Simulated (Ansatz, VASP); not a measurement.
SnTe: VASP beside Ansatz

File INCAR:

```
PREC     = Accurate       # precision mode
ENCUT    = 520            # plane-wave cutoff, eV
EDIFF    = 1E-6           # SCF threshold, eV
ISMEAR   = 0              # smearing method
SIGMA    = 0.05           # smearing width, eV
LREAL    = F              # projectors in reciprocal space
LASPH    = T              # aspherical terms in the spheres
NELM     = 60             # most SCF steps
ALGO     = Normal         # electronic algorithm
ISIF     = 2              # what is computed and relaxed
LWAVE    = F              # write WAVECAR
LCHARG   = F              # write CHGCAR
GGA      = PE             # functional
NBANDS   = 17             # bands
```

File KPOINTS:

```
regular mesh
0
Gamma
  8 8 8
```

Contents of POSCAR:

```
SnTe
1.0
    0.0000000000      3.5677761365      3.6761105165
    3.5677761365      0.0000000000      3.6761105165
    3.5677761365      3.5677761365      0.0000000000
Sn Te
1 1
Direct
    0.0000000000      0.0000000000      0.0000000000
    0.7500000000      0.7500000000      0.7500000000
```

Input for Ansatz:

```yaml
crystal:
  lattice:
    - [0.0, 3.5677761365, 3.6761105165]
    - [3.5677761365, 0.0, 3.6761105165]
    - [3.5677761365, 3.5677761365, 0.0]
  atoms:
    - { symbol: Sn, position: [0.0, 0.0, 0.0] }
    - { symbol: Te, position: [0.75, 0.75, 0.75] }
basis:
  ecutwfc: 420
kpoints:
  mp_grid: { grid: [8, 8, 8] }
hamiltonian:
  xc: pbe
scf:
  occupations: { method: gaussian, width: 0.05 }
output:
  forces: true
  stress: true
  eigenvalues: true
```

Alike in both runs: task single point; functional PBE; k mesh 8 × 8 × 8; occupations gaussian, width 0.05 eV; no spin polarisation.

|  | VASP | Ansatz |
| --- | --- | --- |
| version | VASP 6.6.1 | Ansatz 0.2.0 |
| potentials or method | VASP PAW PBE potentials, release 64 (Sn_d, Te), cutoff 520 eV | scalar-relativistic, plane waves, PAW |
| valence electrons in the cell | 20 | 30 |

```csv
,VASP,Ansatz,Ansatz less VASP
gap on the k mesh at the Fermi level (eV),none,none,-
pressure (GPa),0.1,0.1,+0.01
```

A gap of «none» marks a metal or a gap that the smearing closes. With one functional, cell and mesh, what is left measures potentials, basis and numerics. VASP's potentials hold 20 valence electrons a cell and Ansatz's 30, so a difference there can come from the potentials and not from the codes.

Spin-orbit coupling is off throughout.
